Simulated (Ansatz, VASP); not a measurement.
## PtSe2: VASP beside Ansatz

```xyz
3
Lattice="3.7727 0.0000 0.0000 -1.8863 3.2672 0.0000 0.0000 0.0000 4.8221" Properties=species:S:1:pos:R:3 pbc="T T T"
Pt    0.0000    0.0000    0.0000
Se    0.0000    2.1782    1.2808
Se    1.8863    1.0891    3.5412
```

Alike in both runs: functional PBE; dispersion D4; k mesh 13 × 13 × 9; occupations fermi-dirac, width 0.1 eV; no spin polarisation.

Ansatz relaxed the structure, and its values are those at the end. VASP's run is a single point on that final structure, the one shown.

|  | VASP | Ansatz |
| --- | --- | --- |
| version | VASP 6.6.1 | Ansatz 0.2.0 |
| potentials or method | VASP PAW PBE potentials, release 64 (Pt, Se), cutoff 520 eV | plane waves, PAW |
| valence electrons in the cell | 22 | 50 |

```csv
,VASP,Ansatz,Ansatz less VASP
pressure (GPa),0.0,0.0,+0.03
rms of the force components (eV/Å),0.004,0.000,-0.0034
```

VASP's potentials hold 22 valence electrons a cell and Ansatz's 50, so a difference there can come from the potentials and not from the codes.

Neither program's run includes spin-orbit coupling.
